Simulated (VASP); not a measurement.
Input of a VASP 6.6.1 run:

File INCAR:

```
SYSTEM = Si2Mo
PREC = Accurate
ENCUT = 520
EDIFF = 1E-6
ISMEAR = 1
SIGMA = 0.1
LREAL = .False.
LASPH = .True.
NELM = 60
ALGO = Normal
ISIF = 2
LWAVE = .False.
LCHARG = .False.
GGA = CA
NBANDS = 18
```

Contents of KPOINTS:

```
regular mesh
0
Gamma
  13 13 13
  0 0 0
```

File POSCAR:

```
Si2Mo
1.0
   -1.6000000000      1.6000000000      3.9305000000
    1.6000000000     -1.6000000000      3.9305000000
    1.6000000000      1.6000000000     -3.9305000000
Si Mo
2 1
Direct
    0.3330000000      0.3330000000      0.0000000000
    0.6670000000      0.6670000000      0.0000000000
   -0.0625000000      0.0000000000     -0.0625000000
```

Potentials or basis: VASP PAW LDA potentials, release 64 (Si, Mo_sv).

Run with:

```sh
$ cat potpaw_LDA.64/Si/POTCAR potpaw_LDA.64/Mo_sv/POTCAR > POTCAR
$ mpirun -np 1 vasp_std > vasp.out
```

Question: Estimate the band gap on the k mesh.

Answer: Zero (bands 11 and 12 overlap by 0.71 eV).

Question: Estimate the pressure.

Answer: -2.9 GPa.

Forces in eV/Å, atoms in the order of the input:
```
Si   0.000 -0.895  0.142
Si   0.000 -0.895 -0.142
Mo   0.000  1.791  0.000
```

Caveat: forces of over 1 eV/Å act on the atoms, so gaps and moduli don't describe the material at rest.
